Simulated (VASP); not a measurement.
Here is a VASP 6.6.1 calculation.

Contents of INCAR:

```
SYSTEM = PbS
PREC = Accurate
ENCUT = 520
EDIFF = 1E-6
ISMEAR = 0
SIGMA = 0.02
LREAL = .FALSE.
LASPH = .TRUE.
NELM = 150
ALGO = Normal
ISIF = 2
LWAVE = .FALSE.
LCHARG = .FALSE.
ISPIN = 2
MAGMOM = 0.5 0
LORBIT = 11
GGA = PE
NBANDS = 21
```

File KPOINTS:

```
Automatic mesh
0
G
  8 8 8
  0 0 0
```

Contents of POSCAR:

```
PbS
1.0
    0.0000000000      3.0239167281      3.0239167281
    3.0239167281      0.0000000000      3.0239167281
    3.0239167281      3.0239167281      0.0000000000
Pb S
1 1
Direct
    0.0000000000      0.0000000000      0.0000000000
    0.5000000000      0.5000000000      0.5000000000
```

Potentials or basis: VASP PAW PBE potentials, release 64 (Pb_d, S).

The run is started by

```console
$ cat potpaw_PBE.64/Pb_d/POTCAR potpaw_PBE.64/S/POTCAR > POTCAR
$ mpirun -np 1 vasp_std > vasp.out
```

What does it give for the pressure?

-1.1 GPa.

What does it give for the band gap on the k mesh?

0.56 eV.

Predict the net moment.

0.00 μB per cell.

Caveat: spin-orbit coupling is left out, which moves the levels of the heavy elements. A k mesh can miss the band edges.
